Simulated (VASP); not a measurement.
Runs of VASP 6.6.1 on Os. The structure is that of space group Fm-3m (No. 225), or close to it. The cells are those of the table. 

```csv
cell,gap on the mesh (eV),pressure (GPa)
"a = 2.751 Å, angles 60.0°, 1 atom",none,-24.9
"a = 2.769 Å, angles 60.0°, 1 atom",none,-30.9
"a = 2.787 Å, angles 60.0°, 1 atom",none,(a)
"a = 2.805 Å, angles 60.0°, 1 atom",none,-40.8
"a = 2.732 Å, angles 60.0°, 1 atom",none,-18.1
"a = 2.694 Å, angles 60.0°, 1 atom",none,-1.6
"a = 2.713 Å, angles 60.0°, 1 atom",none,(b)
```

Alike in all rows: task single point; level LDA; potentials or basis VASP PAW LDA potentials, release 64 (Os); no spin polarisation; k mesh 13 × 13 × 13; cutoff (eV) 520; smearing methfessel-paxton 0.1 eV.

Q: Fill in the values left out.

A: (a) -36.2; (b) -10.4.

Caveats: spin-orbit coupling is left out, which moves the levels of the heavy elements.

A k mesh can miss the band edges, and the runs leave out spin-orbit coupling on Os.

A gap of «none» marks levels without a gap at the run's occupations.
